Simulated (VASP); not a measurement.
# Zn4Se3S in VASP: a series of runs

Zn4Se3S is run at these levels: PBE; tasks: single point.

All numbers are computed with VASP 6.6.1; they aren't measurements. Logs are shortened: lines on timing, memory, paths and dates and some standing lists are left out, and cuts for length are marked.

**1. The cell of the first run**

It takes space group Pmm2 (No. 25, orthorhombic). Conventional cell: a = 4.002 Å, b = 8.009 Å, c = 5.657 Å, α = 90.00°, β = 90.00°, γ = 90.00°. Within 3.1 Å of Zn (site symmetry m) lie 1 S at 2.37 Å and 3 Se at 2.47 to 2.49 Å. Zn (site symmetry mm2) has 2 S at 2.39 Å and 2 Se at 2.48 Å within 3.2 Å. Zn (site symmetry mm2) has 4 Se at 2.47 Å within 3.3 Å. Se (site symmetry m) has 4 Zn at 2.47 to 2.48 Å within 3.3 Å. Se (site symmetry mm2) has 4 Zn at 2.47 to 2.49 Å within 3.3 Å. S (site symmetry mm2) has 4 Zn at 2.37 to 2.39 Å within 3.1 Å.

**2. Single point, PBE**

Contents of INCAR:

```
SYSTEM = Zn4Se3S
PREC = Accurate
ENCUT = 520
EDIFF = 1E-6
ISMEAR = 0
SIGMA = 0.1
LREAL = .False.
LASPH = .True.
NELM = 80
ALGO = Normal
ISIF = 2
LWAVE = .False.
LCHARG = .False.
GGA = PE
NBANDS = 46
```

Contents of KPOINTS:

```
regular mesh
0
Gamma
  4 2 4
  0 0 0
```

Contents of POSCAR:

```
Zn4Se3S
1.0
    4.0015399000      0.0000000000      0.0000000000
    0.0000000000      8.0088897000      0.0000000000
    0.0000000000      0.0000000000      5.6569268000
Zn Se S
4 3 1
Direct
    0.0000000000      0.7407120000      0.9934720000
    0.5000000000      0.5000000000      0.5176930000
    0.0000000000      0.2592880000      0.9934720000
    0.5000000000      0.0000000000      0.4947540000
    0.5000000000      0.7448270000      0.2501230000
    0.5000000000      0.2551730000      0.2501230000
    0.0000000000      0.0000000000      0.7508930000
    0.0000000000      0.5000000000      0.7494700000
```

Potentials or basis: VASP PAW PBE potentials, release 64 (Zn, Se, S).

Launch:

```bash
$ cat potpaw_PBE.64/Zn/POTCAR potpaw_PBE.64/Se/POTCAR potpaw_PBE.64/S/POTCAR > POTCAR
$ mpirun -np 1 vasp_std > vasp.out
```

OUTCAR:

```text
SYSTEM = Zn4Se3S
   PREC = Accurate
   ENCUT = 520
   EDIFF = 1E-6
   ISMEAR = 0
   LREAL = .False.
   LASPH = .True.
   NELM = 80
   ISIF = 2
   GGA = PE

 ion  position               nearest neighbor table
   1  0.000  0.741  0.993-   8 2.37   5 2.47   5 2.47   7 2.49
   2  0.500  0.500  0.518-   8 2.39   8 2.39   5 2.48   6 2.48
   3  0.000  0.259  0.993-   8 2.37   6 2.47   6 2.47   7 2.49
   4  0.500  0.000  0.495-   5 2.47   6 2.47   7 2.47   7 2.47
   5  0.500  0.745  0.250-   4 2.47   1 2.47   1 2.47   2 2.48
   6  0.500  0.255  0.250-   4 2.47   3 2.47   3 2.47   2 2.48
   7  0.000  0.000  0.751-   4 2.47   4 2.47   1 2.49   3 2.49
   8  0.000  0.500  0.749-   1 2.37   3 2.37   2 2.39   2 2.39

  LATTYP: Found a simple orthorhombic cell.
 ALAT       =     4.0015399000
 B/A-ratio  =     1.4136874657
 C/A-ratio  =     2.0014519160

  Lattice vectors:

 A1 = (  -4.0015399000,   0.0000000000,   0.0000000000)
 A2 = (   0.0000000000,   0.0000000000,   5.6569268000)
 A3 = (   0.0000000000,   8.0088897000,   0.0000000000)

Analysis of symmetry for initial positions (statically):
=====================================================================
 Subroutine PRICEL returns:
 Original cell was already a primitive cell.

 Routine SETGRP: Setting up the symmetry group for a
 simple orthorhombic supercell.

 Subroutine GETGRP returns: Found  4 space group operations
 (whereof  4 operations were pure point group operations)
 out of a pool of  8 trial point group operations.

The static configuration has the point symmetry C_2v.

Analysis of symmetry for dynamics (positions and initial velocities):
=====================================================================
 Subroutine PRICEL returns:
 Original cell was already a primitive cell.

 Routine SETGRP: Setting up the symmetry group for a
 simple orthorhombic supercell.

 Subroutine GETGRP returns: Found  4 space group operations
 (whereof  4 operations were pure point group operations)
 out of a pool of  8 trial point group operations.

The dynamic configuration has the point symmetry C_2v.

 Subroutine INISYM returns: Found  4 space group operations
 (whereof  4 operations are pure point group operations),
 and found     1 'primitive' translations

----------------------------------------------------------------------------------------

[... 101 lines left out ...]
   IBRION =     -1    ionic relax: 0-MD 1-quasi-New 2-CG
   NFREE  =      0    steps in history (QN), initial steepest desc. (CG)
   ISIF   =      2    stress and relaxation
   ISYM   =      2    0-nonsym 1-usesym 2-fastsym
   POTIM  = 0.5000    time-step for ionic-motion
   TEBEG  =    0.0;   TEEND  =   0.0 temperature during run
   PSTRESS=    0.0 pullay stress
   NELECT =      72.0000    total number of electrons
   NUPDOWN=      -1.0000    fix difference up-down
   EMIN   =  10.00;   EMAX   =-10.00  energy-range for DOS
   EFERMI =   0.00;   METHOD = LEGACY
   ISMEAR =     0;   SIGMA  =   0.10  broadening in eV -4-tet -1-fermi 0-gaus
   EFERMI_NEDOS =   21; number of points for ismear=-14 and -15
   IALGO  =     38    algorithm
   IMIX   =      4    mixing-type and parameters
     AMIX     =   0.40;   BMIX     =  1.00
     AMIX_MAG =   1.60;   BMIX_MAG =  1.00
  volume/ion in A,a.u.               =      22.66       152.93
  Fermi-wavevector in a.u.,A,eV,Ry     =   1.203351  2.274004 19.701966  1.448054
  Thomas-Fermi vector in A             =   2.339107
   LORBIT       =      0    0 simple, 1 ext, 2 COOP (PROOUT), +10 PAW based schemes
   GGA     = PE    functional components
   LHFCALC =     F    Hartree Fock is set to
   AEXX    =    0.0000 exact exchange contribution
   IVDW    =     0    specifies the selected vdW correction
   LEPSILON=     F    determine dielectric tensor
   LRPA    =     F    only Hartree local field effects (RPA)
 non-spin polarized calculation
 Gauss-broadening in eV      SIGMA  =   0.10
  energy-cutoff  :      520.00
  volume of cell :      181.29
 maximum number of plane-waves:      4920
 NGX is ok and might be reduce to    30
   NGX = 15   NGY = 29   NGZ = 21

 number of electron      72.0000051 magnetization

 Free energy of the ion-electron system (eV)
  ---------------------------------------------------
  ext. energy  EPLUGINS =         0.00000000
  ---------------------------------------------------
  free energy    TOTEN  =       -24.81952346 eV

  energy without entropy =      -24.81952346  energy(sigma->0) =      -24.81952346

 E-fermi :   2.0174     XC(G=0):  -9.2538

 val. band max:        1.5371736330   @ k =   0.0000   0.0000   0.0000
 cond. band min:       2.8133564429   @ k =   0.0000   0.0000   0.0000
 fundamental gap:      1.2761828099
 Fermi energy:         2.0174226145

 k-point     1 :       0.0000    0.0000    0.0000
  band No.  band energies     occupation
      1     -11.5584      2.00000
      2     -10.8164      2.00000
      3     -10.7930      2.00000
      4     -10.5222      2.00000
      5      -4.9572      2.00000
      6      -4.9559      2.00000
[... 871 lines left out ...]
     45       8.8373      0.00000
     46       8.8615      0.00000

------------------------ aborting loop because EDIFF is reached ----------------------------------------

  FORCE on cell =-STRESS in cart. coord.  units (eV):
  Direction    XX          YY          ZZ          XY          YZ          ZX
  --------------------------------------------------------------------------------------
  -------------------------------------------------------------------------------------
  Total        0.4647888      0.4517041      0.0690639      0.0000000      0.0000000      0.0000000
  in kB        4.1075815      3.9919455      0.6103539      0.0000000      0.0000000      0.0000000
  external PRESSURE =       2.9032937 kB  Pullay stress =       0.0000000 kB

 VOLUME and BASIS-vectors are now :
 -----------------------------------------------------------------------------
  energy-cutoff  :      520.00
  volume of cell :      181.29
      direct lattice vectors                 reciprocal lattice vectors
     4.001539900  0.000000000  0.000000000     0.249903793  0.000000000  0.000000000
     0.000000000  8.008889700  0.000000000     0.000000000  0.124861253  0.000000000
     0.000000000  0.000000000  5.656926800     0.000000000  0.000000000  0.176774428

 POSITION                                       TOTAL-FORCE (eV/Angst)
 -----------------------------------------------------------------------------------
      0.00000      5.93228      5.62000        -0.000000      0.000211     -0.002809
      2.00077      4.00444      2.92855        -0.000000      0.000000      0.001987
      0.00000      2.07661      5.62000        -0.000000     -0.000211     -0.002809
      2.00077      0.00000      2.79879        -0.000000      0.000000      0.000037
      2.00077      5.96524      1.41493         0.000000      0.003391      0.000904
      2.00077      2.04365      1.41493         0.000000     -0.003391      0.000904
      0.00000      0.00000      4.24775        -0.000000      0.000000      0.001765
      0.00000      4.00444      4.23970        -0.000000      0.000000      0.000021
 -----------------------------------------------------------------------------------
    total drift:                                0.000000      0.000000     -0.000607

  FREE ENERGIE OF THE ION-ELECTRON SYSTEM (eV)
  ---------------------------------------------------
  free  energy   TOTEN  =       -24.8195234594 eV

  energy  without entropy=      -24.8195234594  energy(sigma->0) =      -24.81952346
```

OSZICAR:

```text
N       E                     dE             d eps       ncg     rms          rms(c)
DAV:   1     0.560675639185E+03    0.56068E+03   -0.32715E+04  1656   0.180E+03
DAV:   2     0.454440165520E+02   -0.51523E+03   -0.49610E+03  1664   0.414E+02
DAV:   3    -0.232445031469E+02   -0.68689E+02   -0.67769E+02  1896   0.142E+02
DAV:   4    -0.261113044940E+02   -0.28668E+01   -0.28566E+01  1972   0.286E+01
DAV:   5    -0.261438555363E+02   -0.32551E-01   -0.32539E-01  1922   0.299E+00    0.101E+01
DAV:   6    -0.248265667430E+02    0.13173E+01   -0.29783E+00  2486   0.346E+01    0.783E+00
DAV:   7    -0.248277797716E+02   -0.12130E-02   -0.23150E+00  1818   0.632E+00    0.313E+00
DAV:   8    -0.248175368503E+02    0.10243E-01   -0.10037E-01  2100   0.367E+00    0.103E+00
DAV:   9    -0.248189937898E+02   -0.14569E-02   -0.24648E-02  2026   0.217E+00    0.322E-01
DAV:  10    -0.248190653941E+02   -0.71604E-04   -0.22867E-03  2170   0.804E-01    0.197E-01
DAV:  11    -0.248193686094E+02   -0.30322E-03   -0.84610E-04  2004   0.209E-01    0.696E-02
DAV:  12    -0.248194961888E+02   -0.12758E-03   -0.20436E-04  1806   0.182E-01    0.302E-02
DAV:  13    -0.248195149806E+02   -0.18792E-04   -0.43767E-05  1892   0.817E-02    0.157E-02
DAV:  14    -0.248195225914E+02   -0.76108E-05   -0.16244E-05  1794   0.568E-02    0.605E-03
DAV:  15    -0.248195234594E+02   -0.86798E-06   -0.28246E-06  1696   0.237E-02
   1 F= -.24819523E+02 E0= -.24819523E+02  d E =-.170625E-12
```

stdout:

```text
POSCAR found type information on POSCAR ZnSeS
 POSCAR found :  3 types and       8 ions
 scaLAPACK will be used
 LDA part: xc-table for (Slater+PW92), standard interpolation
 POSCAR, INCAR and KPOINTS ok, starting setup
 FFT: planning ... GRIDC
 FFT: planning ... GRID_SOFT
 FFT: planning ... GRID
 WAVECAR not read
 entering main loop
```

Run time: 85 s. Hardware: 1 thread of Intel Xeon 6975P-C (Granite Rapids), shared host; peak memory 0.32 GiB.

What came out:

| Quantity | Value |
| --- | --- |
| Free energy | -24.8195 eV |
| Pressure | 0.3 GPa |
| Largest force | 0.004 eV/Å |
| Band gap on the k mesh | 1.28 eV |

Forces on the atoms (eV/Å):
```
Zn   0.000  0.000 -0.003
Zn   0.000  0.000  0.002
Zn   0.000  0.000 -0.003
Zn   0.000  0.000  0.000
Se   0.000  0.003  0.001
Se   0.000 -0.003  0.001
Se   0.000  0.000  0.002
S    0.000  0.000  0.000
```

Stress tensor (GPa, compression positive):
```
0.41 0.00 0.00
0.00 0.40 0.00
0.00 0.00 0.06
```

**3. Single point, PBE**

Contents of INCAR:

```
ALGO = Normal
EDIFF = 1E-7
ENCUT = 520
GGA = PE
ISIF = 2
ISMEAR = 0
LASPH = True
LCHARG = True
LELF = True
LREAL = False
LVHAR = True
LWAVE = False
NBANDS = 46
NELM = 100
PREC = Accurate
SIGMA = 0.1
```

Contents of KPOINTS:

```
k-points
0
Gamma
  4 4 2
```

Contents of POSCAR:

```
Zn4Se3S
1.0
   -4.0015399000      0.0000000000      0.0000000000
    0.0000000000      0.0000000000     -5.6569268000
    0.0000000000     -8.0088897000      0.0000000000
Zn Se S
4 3 1
Direct
    0.0000000000      0.0065280000      0.2592880000
    0.5000000000      0.4823070000      0.5000000000
    0.0000000000      0.0065280000      0.7407120000
    0.5000000000      0.5052460000      0.0000000000
    0.5000000000      0.7498770000      0.2551730000
    0.5000000000      0.7498770000      0.7448270000
    0.0000000000      0.2491070000      0.0000000000
    0.0000000000      0.2505300000      0.5000000000
```

Potentials or basis: VASP PAW PBE potentials, release 64 (Zn, Se, S).

Launch:

```bash
$ cat potpaw_PBE.64/Zn/POTCAR potpaw_PBE.64/Se/POTCAR potpaw_PBE.64/S/POTCAR > POTCAR
$ mpirun -np 1 vasp_std > vasp.out
```

OUTCAR:

```text
EDIFF = 1E-7
   ENCUT = 520
   GGA = PE
   ISIF = 2
   ISMEAR = 0
   LASPH = True
   LREAL = False
   NELM = 100
   PREC = Accurate

 ion  position               nearest neighbor table
   1  0.000  0.007  0.259-   8 2.37   5 2.47   5 2.47   7 2.49
   2  0.500  0.482  0.500-   8 2.39   8 2.39   5 2.48   6 2.48
   3  0.000  0.007  0.741-   8 2.37   6 2.47   6 2.47   7 2.49
   4  0.500  0.505  0.000-   5 2.47   6 2.47   7 2.47   7 2.47
   5  0.500  0.750  0.255-   4 2.47   1 2.47   1 2.47   2 2.48
   6  0.500  0.750  0.745-   4 2.47   3 2.47   3 2.47   2 2.48
   7  0.000  0.249  0.000-   4 2.47   4 2.47   1 2.49   3 2.49
   8  0.000  0.251  0.500-   1 2.37   3 2.37   2 2.39   2 2.39

  LATTYP: Found a simple orthorhombic cell.
 ALAT       =     4.0015399000
 B/A-ratio  =     1.4136874657
 C/A-ratio  =     2.0014519160

  Lattice vectors:

 A1 = (  -4.0015399000,   0.0000000000,   0.0000000000)
 A2 = (   0.0000000000,   0.0000000000,  -5.6569268000)
 A3 = (   0.0000000000,  -8.0088897000,   0.0000000000)

Analysis of symmetry for initial positions (statically):
=====================================================================
 Subroutine PRICEL returns:
 Original cell was already a primitive cell.

 Routine SETGRP: Setting up the symmetry group for a
 simple orthorhombic supercell.

 Subroutine GETGRP returns: Found  4 space group operations
 (whereof  4 operations were pure point group operations)
 out of a pool of  8 trial point group operations.

The static configuration has the point symmetry C_2v.

Analysis of symmetry for dynamics (positions and initial velocities):
=====================================================================
 Subroutine PRICEL returns:
 Original cell was already a primitive cell.

 Routine SETGRP: Setting up the symmetry group for a
 simple orthorhombic supercell.

[... 132 lines left out ...]
  Thomas-Fermi vector in A             =   2.339107
   LORBIT       =      0    0 simple, 1 ext, 2 COOP (PROOUT), +10 PAW based schemes
   GGA     = PE    functional components
   LHFCALC =     F    Hartree Fock is set to
   AEXX    =    0.0000 exact exchange contribution
   IVDW    =     0    specifies the selected vdW correction
   LEPSILON=     F    determine dielectric tensor
   LRPA    =     F    only Hartree local field effects (RPA)
 non-spin polarized calculation
 Gauss-broadening in eV      SIGMA  =   0.10
  energy-cutoff  :      520.00
  volume of cell :      181.29
 maximum number of plane-waves:      4920
 NGX is ok and might be reduce to    30
   NGX = 15   NGY = 21   NGZ = 29

 number of electron      72.0000051 magnetization

 Free energy of the ion-electron system (eV)
  ---------------------------------------------------
  ext. energy  EPLUGINS =         0.00000000
  ---------------------------------------------------
  free energy    TOTEN  =       -24.81952400 eV

  energy without entropy =      -24.81952400  energy(sigma->0) =      -24.81952400

 E-fermi :   2.0132     XC(G=0):  -9.2536

 val. band max:        1.5372859788   @ k =   0.0000   0.0000   0.0000
 cond. band min:       2.8136335792   @ k =   0.0000   0.0000   0.0000
 fundamental gap:      1.2763476003
 Fermi energy:         2.0131560258

 k-point     1 :       0.0000    0.0000    0.0000
  band No.  band energies     occupation
      1     -11.5583      2.00000
      2     -10.8163      2.00000
      3     -10.7928      2.00000
      4     -10.5220      2.00000
      5      -4.9570      2.00000
      6      -4.9558      2.00000
[... 871 lines left out ...]
     45       8.8430      0.00000
     46       8.8559      0.00000

------------------------ aborting loop because EDIFF is reached ----------------------------------------

  FORCE on cell =-STRESS in cart. coord.  units (eV):
  Direction    XX          YY          ZZ          XY          YZ          ZX
  --------------------------------------------------------------------------------------
  -------------------------------------------------------------------------------------
  Total        0.4703110      0.4568528      0.0744313      0.0000000      0.0000000      0.0000000
  in kB        4.1563841      4.0374471      0.6577885      0.0000000      0.0000000      0.0000000
  external PRESSURE =       2.9505399 kB  Pullay stress =       0.0000000 kB

 VOLUME and BASIS-vectors are now :
 -----------------------------------------------------------------------------
  energy-cutoff  :      520.00
  volume of cell :      181.29
      direct lattice vectors                 reciprocal lattice vectors
    -4.001539900  0.000000000  0.000000000    -0.249903793  0.000000000  0.000000000
     0.000000000  0.000000000 -5.656926800     0.000000000  0.000000000 -0.176774428
     0.000000000 -8.008889700  0.000000000     0.000000000 -0.124861253  0.000000000

 POSITION                                       TOTAL-FORCE (eV/Angst)
 -----------------------------------------------------------------------------------
      0.00000     -2.07661     -0.03693        -0.000000      0.000245     -0.002812
     -2.00077     -4.00444     -2.72838         0.000000      0.000000      0.001992
      0.00000     -5.93228     -0.03693        -0.000000     -0.000245     -0.002812
     -2.00077      0.00000     -2.85814         0.000000      0.000000      0.000003
     -2.00077     -2.04365     -4.24200         0.000000      0.003386      0.000884
     -2.00077     -5.96524     -4.24200         0.000000     -0.003386      0.000884
      0.00000      0.00000     -1.40918         0.000000      0.000000      0.001799
      0.00000     -4.00444     -1.41723         0.000000      0.000000      0.000061
 -----------------------------------------------------------------------------------
    total drift:                               -0.000000      0.000006     -0.000588

  FREE ENERGIE OF THE ION-ELECTRON SYSTEM (eV)
  ---------------------------------------------------
  free  energy   TOTEN  =       -24.8195240038 eV

  energy  without entropy=      -24.8195240038  energy(sigma->0) =      -24.81952400
```

Wall time 2 min (1 thread of Intel Xeon 6975P-C (Granite Rapids), shared host); peak memory 0.32 GiB.

Results:

| Quantity | Value |
| --- | --- |
| Free energy | -24.8195 eV |
| Pressure | 0.3 GPa |
| Largest force | 0.003 eV/Å |
| Band gap on the k mesh | 1.28 eV |

Forces in eV/Å, atoms in the order of the input:
```
Zn   0.000  0.000 -0.003
Zn   0.000  0.000  0.002
Zn   0.000  0.000 -0.003
Zn   0.000  0.000  0.000
Se   0.000  0.003  0.001
Se   0.000 -0.003  0.001
Se   0.000  0.000  0.002
S    0.000  0.000  0.000
```

Levels at points of the mesh, in eV from the valence-band top:
| k point | band 34 | band 35 | band 36 | band 37 | band 38 | band 39 |
| --- | --- | --- | --- | --- | --- | --- |
| (0.00, 0.00, 0.00) | -0.08 | -0.05 | 0.00 | 1.28 | 3.06 | 3.50 |
| (0.50, 0.00, 0.00) | -2.05 | -1.07 | -0.75 | 2.97 | 3.18 | 3.53 |
| (0.00, 0.50, 0.00) | -0.84 | -0.82 | -0.71 | 2.53 | 2.67 | 3.81 |
| (0.50, 0.50, 0.00) | -0.90 | -0.87 | -0.71 | 2.54 | 2.65 | 5.41 |
| (0.00, 0.00, 0.50) | -0.79 | -0.37 | -0.07 | 2.95 | 3.04 | 3.58 |
| (0.50, 0.00, 0.50) | -1.85 | -1.83 | -1.70 | 4.06 | 4.16 | 4.22 |
| (0.00, 0.50, 0.50) | -0.92 | -0.90 | -0.88 | 3.22 | 3.44 | 3.51 |
| (0.50, 0.50, 0.50) | -1.51 | -1.37 | -1.31 | 4.05 | 4.25 | 4.25 |

(Part 1 of 2 ends here.)
